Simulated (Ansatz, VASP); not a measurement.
## CdTe in VASP and in Ansatz

```
Cd Te
1.0
     0.00000    3.12696    3.12696
     3.12696    0.00000    3.12696
     3.12696    3.12696    0.00000
Cd Te
1 1
Cartesian
  0.0000 0.0000 0.0000
  4.6904 4.6904 4.6904
```

Alike in both runs: task single point; functional PBE; k mesh 8 × 8 × 8; occupations gaussian, width 0.02 eV; no spin polarisation.

```csv
,VASP,Ansatz
version,VASP 6.6.1,Ansatz 0.2.0
potentials or method,"VASP PAW PBE potentials, release 64 (Cd, Te), cutoff 520 eV","scalar-relativistic, plane waves, PAW"
valence electrons in the cell,18,36
```

Ansatz gave:

| Item | Value |
| --- | --- |
| gap on the k mesh at the Fermi level (eV) | 1.10 |
| least direct gap on the mesh (eV) | 1.10 |
| pressure (GPa) | 9.0 |

**Question.** Which values does VASP return?

**Answer.** gap on the k mesh at the Fermi level (eV): 1.11; least direct gap on the mesh (eV): 1.11; pressure (GPa): 9.2.

The functional is the same, so the differences come from potentials, cutoffs and numerics. VASP's potentials hold 18 valence electrons a cell and Ansatz's 36, so a difference there can come from the potentials and not from the codes.

Neither program's run includes spin-orbit coupling.
